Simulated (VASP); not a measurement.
The system is Ca3Sn3N2.

```
CELL_PARAMETERS angstrom
6.82884 0.00000 0.00000
-3.41442 5.91395 0.00000
0.00000 0.00000 4.54033
ATOMIC_POSITIONS crystal
Ca 0.33333 0.66667 0.50000
Ca 0.66667 0.33333 0.50000
Ca 0.00000 0.00000 0.00000
Sn 0.50000 0.00000 0.50000
Sn 0.00000 0.50000 0.50000
Sn 0.50000 0.50000 0.50000
N 0.33333 0.66667 0.00000
N 0.66667 0.33333 0.00000
```

The cell was generated, and may not be a known phase.

```yaml
Program: VASP 6.6.1
Task: relaxation of cell and atoms
Functional: PBE
Potentials_or_basis: VASP PAW PBE potentials, release 64 (Ca_sv, Sn_d, N_h)
Cutoff: 1330 eV
k_mesh: 3 × 3 × 4
Occupations: gaussian, width 0.2 eV
Spin: no spin polarisation
```

At the start: pressure 47.2 GPa; volume 22.92 Å³/atom.

Problem. How do energy, volume and symmetry change on relaxing?

Solution. Over 6 steps the energy falls by 3301.9 meV/atom and the volume is 46.84 Å³/atom (+104.4 %); space group P6/mmm (No. 191, to 0.1 Å) before and after.

The path:
```csv
step,energy change (eV),largest force (eV/Å),pressure (GPa),volume (Å³)
1,0.0000,0.0000,47.22,183.36
2,-26.3228,0.0000,-0.24,392.18
3,-25.9414,0.0000,2.04,329.71
4,-26.4067,0.0000,0.12,375.65
5,-26.4109,0.0000,0.23,371.37
6,-26.4151,0.0000,-0.01,374.76
```

Final structure:
```yaml
crystal:
  lattice:
    - [10.16093, 0.00000, 0.00000]
    - [-5.08046, 8.79962, 0.00000]
    - [0.00000, 0.00000, 4.19132]
  atoms:
    - { symbol: Ca, position: [0.33333, 0.66667, 0.50000] }
    - { symbol: Ca, position: [0.66667, 0.33333, 0.50000] }
    - { symbol: Ca, position: [0.00000, 0.00000, 0.00000] }
    - { symbol: Sn, position: [0.50000, 0.00000, 0.50000] }
    - { symbol: Sn, position: [0.00000, 0.50000, 0.50000] }
    - { symbol: Sn, position: [0.50000, 0.50000, 0.50000] }
    - { symbol: N, position: [0.33333, 0.66667, 0.00000] }
    - { symbol: N, position: [0.66667, 0.33333, 0.00000] }
```

Caveat: the volume moved by over 15 % at a fixed basis, so the end points are rough.
